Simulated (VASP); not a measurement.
# CsRuSe3 (Pm-3m) in VASP: single point with PBE

Aim: the single point of CsRuSe3 with PBE.

Program: VASP 6.6.1. These are calculated values, not measurements. Logs are shortened: lines on timing, memory, paths and dates and some standing lists are left out, and cuts for length are marked.

**1. The cell of the first run**

The structure is cubic, space group Pm-3m (No. 221). Conventional cell: a = 5.190 Å, b = 5.190 Å, c = 5.190 Å, α = 90.00°, β = 90.00°, γ = 90.00°. Cs (site symmetry m-3m) has 12 Se at 3.67 Å and 8 Ru at 4.49 Å within 4.8 Å. Ru (site symmetry m-3m) has 6 Se at 2.59 Å within 3.4 Å. Se (site symmetry 4/mmm) has 2 Ru at 2.59 Å within 3.4 Å.

**2. Single point, PBE, collinear spin, ferromagnetic start**

The input, INCAR:

```
PREC = Accurate
ENCUT = 520
EDIFF = 1E-6
ISMEAR = 0
SIGMA = 0.1
LREAL = F
LASPH = T
NELM = 150
ALGO = Fast
ISIF = 2
LWAVE = F
LCHARG = T
ISPIN = 2
MAGMOM = 0 1 0 0 0
LORBIT = 11
LMAXMIX = 4
GGA = PE
LELF = T
LVHAR = T
NBANDS = 32
```

The input, KPOINTS:

```
Automatic mesh
0
Gamma
  4 4 4
```

The input, POSCAR:

```
CsRuSe3
1.0
    5.1898892600      0.0000000000      0.0000000000
    0.0000000000      5.1898892600      0.0000000000
    0.0000000000      0.0000000000      5.1898892600
Cs Ru Se
1 1 3
Direct
    0.5000000000      0.5000000000      0.5000000000
    0.0000000000      0.0000000000      0.0000000000
    0.5000000000      0.0000000000      0.0000000000
    0.0000000000      0.5000000000      0.0000000000
    0.0000000000      0.0000000000      0.5000000000
```

Potentials or basis: VASP PAW PBE potentials, release 64 (Cs_sv, Ru_pv, Se).

Command:

```bash
> cat potpaw_PBE.64/Cs_sv/POTCAR potpaw_PBE.64/Ru_pv/POTCAR potpaw_PBE.64/Se/POTCAR > POTCAR
> mpirun -np 1 vasp_std > vasp.out
```

OUTCAR:

```text
PREC = Accurate
   ENCUT = 520
   EDIFF = 1E-6
   ISMEAR = 0
   LREAL = F
   LASPH = T
   NELM = 150
   ISIF = 2
   ISPIN = 2
   LORBIT = 11
   GGA = PE

 ion  position               nearest neighbor table
   1  0.500  0.500  0.500-
   2  0.000  0.000  0.000-   3 2.59   4 2.59   5 2.59   5 2.59   4 2.59   3 2.59
   3  0.500  0.000  0.000-   2 2.59   2 2.59
   4  0.000  0.500  0.000-   2 2.59   2 2.59
   5  0.000  0.000  0.500-   2 2.59   2 2.59

  LATTYP: Found a simple cubic cell.
 ALAT       =     5.1898892600

  Lattice vectors:

 A1 = (   5.1898892600,   0.0000000000,   0.0000000000)
 A2 = (   0.0000000000,   5.1898892600,   0.0000000000)
 A3 = (   0.0000000000,   0.0000000000,   5.1898892600)

Analysis of symmetry for initial positions (statically):
=====================================================================
 Subroutine PRICEL returns:
 Original cell was already a primitive cell.

 Routine SETGRP: Setting up the symmetry group for a
 simple cubic supercell.

 Subroutine GETGRP returns: Found 48 space group operations
 (whereof 48 operations were pure point group operations)
 out of a pool of 48 trial point group operations.

The static configuration has the point symmetry O_h .

Analysis of symmetry for dynamics (positions and initial velocities):
=====================================================================
 Subroutine PRICEL returns:
 Original cell was already a primitive cell.

 Routine SETGRP: Setting up the symmetry group for a
 simple cubic supercell.

 Subroutine GETGRP returns: Found 48 space group operations
 (whereof 48 operations were pure point group operations)
 out of a pool of 48 trial point group operations.

The dynamic configuration has the point symmetry O_h .

Analysis of structural, dynamic, and magnetic symmetry:
=====================================================================
 Subroutine PRICEL returns:
 Original cell was already a primitive cell.

 Routine SETGRP: Setting up the symmetry group for a
 simple cubic supercell.

 Subroutine GETGRP returns: Found 48 space group operations
 (whereof 48 operations were pure point group operations)
 out of a pool of 48 trial point group operations.

The overall configuration has the point symmetry O_h .

 Subroutine INISYM returns: Found 48 space group operations
 (whereof 48 operations are pure point group operations),
 and found     1 'primitive' translations

[... 113 lines left out ...]
   IVDW    =     0    specifies the selected vdW correction
   LEPSILON=     F    determine dielectric tensor
   LRPA    =     F    only Hartree local field effects (RPA)
 spin polarized calculation
 RMM-DIIS sequential band-by-band and
 Gauss-broadening in eV      SIGMA  =   0.10
  energy-cutoff  :      520.00
  volume of cell :      139.79
 maximum number of plane-waves:      3840
 NGX is ok and might be reduce to    40
   NGX = 19   NGY = 19   NGZ = 19

 number of electron      41.0000004 magnetization       3.4079075

 Free energy of the ion-electron system (eV)
  ---------------------------------------------------
  ext. energy  EPLUGINS =         0.00000000
  ---------------------------------------------------
  free energy    TOTEN  =       -21.09628043 eV

  energy without entropy =      -21.06507692  energy(sigma->0) =      -21.08067867

 E-fermi :   2.7287     XC(G=0):  -9.3413

 val. band max:        2.7121060065   @ k =   0.5000   0.5000   0.2500
 cond. band min:       2.7339164716   @ k =   0.5000   0.2500   0.2500
 fundamental gap:      0.0218104651
 Fermi energy:         2.7286712595

 spin component 1

 k-point     1 :       0.0000    0.0000    0.0000
  band No.  band energies     occupation
      1     -40.7842      1.00000
      2     -40.7842      1.00000
      3     -40.7842      1.00000
      4     -17.5750      1.00000
      5     -10.2669      1.00000
      6      -9.2244      1.00000
[... 339 lines left out ...]
     31      10.5960      0.00000
     32      10.5960      0.00000
 Fermi energy:         2.7286712595

 spin component 2

 k-point     1 :       0.0000    0.0000    0.0000
  band No.  band energies     occupation
      1     -39.3479      1.00000
      2     -39.3479      1.00000
      3     -39.3479      1.00000
      4     -17.5525      1.00000
      5      -9.9249      1.00000
      6      -8.8480      1.00000
[... 339 lines left out ...]
     31      10.8886      0.00000
     32      10.8886      0.00000

------------------------ aborting loop because EDIFF is reached ----------------------------------------

  FORCE on cell =-STRESS in cart. coord.  units (eV):
  Direction    XX          YY          ZZ          XY          YZ          ZX
  --------------------------------------------------------------------------------------
  -------------------------------------------------------------------------------------
  Total       -1.5578992     -1.5578992     -1.5578992     -0.0000000      0.0000000     -0.0000000
  in kB      -17.8556496    -17.8556496    -17.8556496     -0.0000000      0.0000000     -0.0000000
  external PRESSURE =     -17.8556496 kB  Pullay stress =       0.0000000 kB

 VOLUME and BASIS-vectors are now :
 -----------------------------------------------------------------------------
  energy-cutoff  :      520.00
  volume of cell :      139.79
      direct lattice vectors                 reciprocal lattice vectors
     5.189889260  0.000000000  0.000000000     0.192682339  0.000000000  0.000000000
     0.000000000  5.189889260  0.000000000     0.000000000  0.192682339  0.000000000
     0.000000000  0.000000000  5.189889260     0.000000000  0.000000000  0.192682339

 POSITION                                       TOTAL-FORCE (eV/Angst)
 -----------------------------------------------------------------------------------
      2.59494      2.59494      2.59494         0.000000      0.000000      0.000000
      0.00000      0.00000      0.00000         0.000000      0.000000      0.000000
      2.59494      0.00000      0.00000         0.000000      0.000000      0.000000
      0.00000      2.59494      0.00000         0.000000      0.000000      0.000000
      0.00000      0.00000      2.59494         0.000000      0.000000      0.000000
 -----------------------------------------------------------------------------------
    total drift:                               -0.000000      0.000000     -0.000000

  FREE ENERGIE OF THE ION-ELECTRON SYSTEM (eV)
  ---------------------------------------------------
  free  energy   TOTEN  =       -21.0962804281 eV

  energy  without entropy=      -21.0650769164  energy(sigma->0) =      -21.08067867

 total charge

# of ion       s       p       d       tot
------------------------------------------
    1        1.837   4.696   0.051   6.583
    2        0.260   6.172   5.876  12.307
    3        1.473   2.253   0.028   3.754
    4        1.473   2.253   0.028   3.754
    5        1.473   2.253   0.028   3.754
--------------------------------------------------
tot          6.517  17.626   6.010  30.153

 magnetization (x)

# of ion       s       p       d       tot
------------------------------------------
    1        0.002   0.018   0.007   0.027
    2        0.028   0.010   1.822   1.860
    3        0.015   0.267   0.004   0.286
    4        0.015   0.267   0.004   0.286
    5        0.015   0.267   0.004   0.286
--------------------------------------------------
tot          0.074   0.830   1.840   2.743
```

OSZICAR:

```text
N       E                     dE             d eps       ncg     rms          rms(c)
DAV:   1     0.250349211170E+03    0.25035E+03   -0.19370E+04  1440   0.112E+03
DAV:   2    -0.578774037584E+01   -0.25614E+03   -0.24654E+03  1528   0.243E+02
DAV:   3    -0.231125239331E+02   -0.17325E+02   -0.17149E+02  1544   0.594E+01
[... 14 lines left out ...]
RMM:  18    -0.210962480326E+02   -0.42403E-04   -0.19787E-04  1470   0.556E-02    0.585E-02
RMM:  19    -0.210962770958E+02   -0.29063E-04   -0.65196E-05  1486   0.335E-02    0.203E-02
RMM:  20    -0.210962781455E+02   -0.10497E-05   -0.14890E-05  1415   0.152E-02    0.794E-03
RMM:  21    -0.210962801388E+02   -0.19933E-05   -0.61477E-06  1329   0.982E-03    0.233E-03
RMM:  22    -0.210962804281E+02   -0.28932E-06   -0.16308E-06  1058   0.468E-03
   1 F= -.21096280E+02 E0= -.21080679E+02  d E =-.312035E-01  mag=     3.4082
```

Wall time 3 min (1 thread of AMD EPYC 9755, shared host); peak memory 0.29 GiB.

What came out:

```yaml
Free_energy: -21.0963 eV
Pressure: -1.8 GPa
Net_moment: 3.41 μB per cell
Site_moments: Cs +0.03; Ru +1.86; Se +0.29 μB
Valence_electrons_inside_the_program's_atomic_spheres: Cs 6.58; Ru 12.31; Se 3.75
```

Levels at points of the mesh, in eV from the Fermi level:
Spin up:
```
           k point  band 19  band 20  band 21  band 22  band 23  band 24  band 25  band 26
(0.00, 0.00, 0.00)    -0.96    -0.96    -0.96    -0.05    -0.05    -0.05     3.23     4.25
(0.50, 0.00, 0.00)    -1.40    -0.56    -0.56    -0.04    -0.04     0.45     5.95     6.01
(0.50, 0.50, 0.00)    -0.65    -0.62    -0.26    -0.26     0.18     3.82     6.52     6.57
(0.50, 0.50, 0.50)    -0.25     0.24     0.24     0.24     3.85     3.85     5.17     5.17
```
Spin down:
```tsv
k point	band 14	band 15	band 16	band 17	band 18	band 19	band 20	band 21	band 22	band 23
(0.00, 0.00, 0.00)	-1.04	-1.04	-1.04	-0.48	-0.48	-0.48	-0.34	-0.34	0.31	0.31
(0.50, 0.00, 0.00)	-2.13	-2.13	-1.57	-1.05	-1.02	-0.33	-0.20	-0.20	0.96	0.96
(0.50, 0.50, 0.00)	-2.36	-2.36	-2.22	-0.81	-0.81	0.30	0.64	0.69	0.79	0.79
(0.50, 0.50, 0.50)	-2.84	-2.84	-2.84	0.76	0.76	0.76	0.93	0.93	0.93	4.53
```

Caveat: spin-orbit coupling is left out, which moves the levels of the heavy elements.
